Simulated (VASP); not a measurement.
Set up this calculation in VASP 6.6.1, as the native input.

```yaml
Task: relaxation of cell and atoms
Functional: PBE
Potentials_or_basis: VASP PAW PBE potentials, release 64 (Tl_d, S)
Cutoff: 600 eV
k_mesh: 6 × 6 × 4
Occupations: gaussian, width 0.1 eV
Spin: no spin polarisation
Dipole_correction: no
Further_INCAR_settings: ALGO = Normal; EDIFF = 1e-06; IBRION = 2; EDIFFG = -0.04; NSW = 90; ISIF = 3
```

The structure of TlS2 lies in POSCAR:

```
TlS2
1.0
    3.3271732300      0.0000000000      0.0000000000
    0.0000000000      3.3271732300      0.0000000000
    0.0000000000      0.0000000000      3.9962380200
Tl S
1 2
Direct
    0.5000000000      0.5000000000      0.5000000000
    0.0000000000      0.5000000000      0.0000000000
    0.5000000000      0.0000000000      0.0000000000
```

The input as run:

INCAR

```
SYSTEM = TlS2
ALGO = Normal
EDIFF = 1E-6
EDIFFG = -0.04
ENCUT = 600
GGA = PE
IBRION = 2
ISIF = 3
ISMEAR = 0
LASPH = .True.
LCHARG = .False.
LREAL = .False.
LWAVE = .False.
NELM = 100
NSW = 90
PREC = Accurate
SIGMA = 0.1
```

KPOINTS

```
k-points
0
Gamma
  6 6 4
  0 0 0
```

Potentials or basis: VASP PAW PBE potentials, release 64 (Tl_d, S).

Command:

```sh
$ cat potpaw_PBE.64/Tl_d/POTCAR potpaw_PBE.64/S/POTCAR > POTCAR
$ mpirun -np 1 vasp_std > vasp.out
```

Results of the run:

```json
{
 "Relaxed volume": "24.06 Å³/atom",
 "Relaxed cell": "a = 3.622 Å, b = 3.622 Å, c = 5.502 Å, α = 90.00°, β = 90.00°, γ = 90.00°",
 "Space group after relaxing (to 0.1 Å)": "P4/mmm (No. 123)",
 "Energy gained by relaxing": "1462.2 meV/atom",
 "Ionic steps": "10",
 "Pressure after relaxing": "0.1 GPa",
 "Band gap on the k mesh": "zero (an odd number of electrons rules out a gap without spin polarisation)"
}
```

Caveat: the k points lie up to 0.29 Å⁻¹ apart in the final cell, too coarse for converged energies and pressures of a metal; the volume moved by over 15 % at a fixed basis, so the end points are rough; spin-orbit coupling is left out, which moves the levels of the heavy elements.

It took 2.5 min on 1 thread of Oxide Virtual Turin-like Processor, on a shared host, peak memory 0.15 GiB.
